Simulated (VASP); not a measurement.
Input of a VASP 6.6.1 run:

INCAR

```
PREC = Accurate
ENCUT = 500
EDIFF = 1E-6
ISMEAR = 0
SIGMA = 0.01
LREAL = False
LASPH = True
NELM = 120
ALGO = Normal
ISIF = 2
LWAVE = False
LCHARG = True
GGA = PE
LELF = True
LVHAR = True
NBANDS = 11
GGA_COMPAT = False
```

KPOINTS

```
regular mesh
0
Gamma
  6 6 6
```

The input POSCAR:

```
AlP
1.0
    0.0000000000      2.6447236910      2.6447236910
    2.6447236910      0.0000000000      2.6447236910
    2.6447236910      2.6447236910      0.0000000000
Al P
1 1
Direct
    0.0000000000      0.0000000000      0.0000000000
    0.2500000000      0.2500000000      0.2500000000
```

Potentials or basis: VASP PAW PBE potentials, release 64 (Al, P).

The run is started by

```bash
$ cat potpaw_PBE.64/Al/POTCAR potpaw_PBE.64/P/POTCAR > POTCAR
$ mpirun -np 1 vasp_std > vasp.out
```

(1) Estimate the pressure.

(2) What does it give for the band gap on the k mesh?

Results:

(1) 12.8 GPa.

(2) 1.37 eV, indirect (least direct gap 3.67 eV).
